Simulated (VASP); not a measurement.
Here is a VASP 6.6.1 calculation.

Contents of POSCAR:

```
MgTe
1.0
    0.0000000000      3.2194050000      3.2194050000
    3.2194050000      0.0000000000      3.2194050000
    3.2194050000      3.2194050000      0.0000000000
Mg Te
1 1
Direct
    0.0000000000      0.0000000000      0.0000000000
    0.2500000000      0.2500000000      0.2500000000
```

Contents of INCAR.step1:

```
PREC     = Accurate       # precision mode
ENCUT    = 520            # plane-wave cutoff, eV
EDIFF    = 1E-5           # SCF threshold, eV
ISMEAR   = -1             # smearing method
SIGMA    = 0.05           # smearing width, eV
LREAL    = F              # projectors in reciprocal space
LASPH    = T              # aspherical terms in the spheres
NELM     = 120            # most SCF steps
ALGO     = Normal         # electronic algorithm
ISIF     = 2              # what is computed and relaxed
LWAVE    = T              # write WAVECAR
LCHARG   = F              # write CHGCAR
GGA      = PE             # functional
NBANDS   = 11             # bands
GGA_COMPAT= F
```

File INCAR.step2:

```
PREC     = Accurate       # precision mode
ENCUT    = 520            # plane-wave cutoff, eV
EDIFF    = 1E-6           # SCF threshold, eV
ISMEAR   = -1             # smearing method
SIGMA    = 0.05           # smearing width, eV
LREAL    = F              # projectors in reciprocal space
LASPH    = T              # aspherical terms in the spheres
NELM     = 120            # most SCF steps
ALGO     = Normal         # electronic algorithm
ISIF     = 2              # what is computed and relaxed
LWAVE    = F              # write WAVECAR
LCHARG   = F              # write CHGCAR
GGA      = PE             # functional
LHFCALC  = T              # exact exchange
HFSCREEN = 0.2079         # screening, 1/A
PRECFOCK = Normal       
ISTART   = 1            
NBANDS   = 11             # bands
GGA_COMPAT= F
```

KPOINTS

```
Automatic mesh
0
Gamma
  7 7 7
```

Potentials or basis: VASP PAW PBE potentials, release 64 (Mg, Te).

Run with:

```console
$ cat potpaw_PBE.64/Mg/POTCAR potpaw_PBE.64/Te/POTCAR > POTCAR
$ cp INCAR.step1 INCAR
$ mpirun -np 1 vasp_std > vasp.out
$ cp INCAR.step2 INCAR
$ mpirun -np 1 vasp_std > vasp.out
```

(1) Estimate the band gap on the k mesh.

(2) Estimate the pressure.

Answers

(1) 3.22 eV.

(2) 0.3 GPa.

Caveat: the PAW data sets were made with another functional, which shifts forces and pressure a little; spin-orbit coupling is left out, which moves the levels of the heavy elements; an odd mesh through Γ misses points on the zone boundary, where band edges can lie.
